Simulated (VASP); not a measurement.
Wanted: the native input for a VASP 6.6.1 run.

* Task: single point
* Functional: LDA
* Potentials or basis: VASP PAW LDA potentials, release 64 (Ir)
* Cutoff: 520 eV
* k mesh: 22 × 22 × 22
* Occupations: gaussian, width 0.15 eV
* Spin: no spin polarisation
* Dipole correction: no
* Further INCAR settings: ALGO = Normal; EDIFF = 1e-07; NBANDS = 10

The structure of Ir lies in POSCAR:

```
Ir
1.0
    0.0000000000      1.8233786757      1.9697959834
    1.8233786757      0.0000000000      1.9697959834
    1.8233786757      1.8233786757      0.0000000000
Ir
1
Direct
    0.0000000000      0.0000000000      0.0000000000
```

These files were run (other wordings do the same):

INCAR

```
SYSTEM = Ir
  ALGO = Normal
  EDIFF = 1E-7
  ENCUT = 520
  ISIF = 2
  ISMEAR = 0
  LASPH = .True.
  LCHARG = .False.
  LREAL = .False.
  LWAVE = .False.
  NBANDS = 10
  NELM = 100
  PREC = Accurate
  SIGMA = 0.15
```

KPOINTS

```
k-points
0
Gamma
  22 22 22
  0 0 0
```

Potentials or basis: VASP PAW LDA potentials, release 64 (Ir).

Launch:

```sh
$ cat potpaw_LDA.64/Ir/POTCAR > POTCAR
$ mpirun -np 1 vasp_std > vasp.out
```

It gave:

The pressure is 30.8 GPa and the band gap on the k mesh is zero (an odd number of electrons rules out a gap without spin polarisation).

Caveat: the stress differs along the axes, from 6 to 43 GPa; spin-orbit coupling is left out, which moves the levels of the heavy elements.

Wall time 36 s on 1 thread of Intel(R) Xeon(R) 6975P-C (Granite Rapids), on a shared host, peak memory 0.22 GiB.
